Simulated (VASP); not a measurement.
Runs of VASP 6.6.1 on NaF. The structure is that of space group Fm-3m (No. 225), or close to it. The cells are those of the table. 

```tsv
cell	gap on the mesh (eV)	pressure (GPa)
a = 3.286, b = 3.286, c = 3.335 Å, angles 59.5, 59.5, 61.0°, 2 atoms	6.04	-1.2
a = 3.384 Å, angles 60.0°, 2 atoms	5.69	-3.9
a = 3.212, b = 3.212, c = 3.236 Å, angles 59.7, 59.7, 60.5°, 2 atoms	(b)	2.8
a = 3.261, b = 3.261, c = 3.236 Å, angles 60.3, 60.3, 59.5°, 2 atoms	6.28	(c)
a = 3.335 Å, angles 60.0°, 2 atoms	5.90	(d)
a = 3.261, b = 3.261, c = 3.286 Å, angles 59.8, 59.8, 60.5°, 2 atoms	6.20	0.2
a = 3.286, b = 3.286, c = 3.236 Å, angles 60.5, 60.5, 59.0°, 2 atoms	6.20	0.2
a = 3.310, b = 3.310, c = 3.335 Å, angles 59.8, 59.8, 60.5°, 2 atoms	5.97	(a)
```

Alike in all rows: task single point; level PBEsol; potentials or basis VASP PAW PBE potentials, release 64 (Na_pv, F); no spin polarisation; k mesh 8 × 8 × 8; cutoff (eV) 520; smearing gaussian 0.05 eV.

Task: Fill in the values left out.

Result: (a) -1.9; (b) 6.44; (c) 0.9; (d) -2.5.

Caveats: the PAW data sets were made with another functional, which shifts forces and pressure a little; the cell stands under tension (at least some runs).

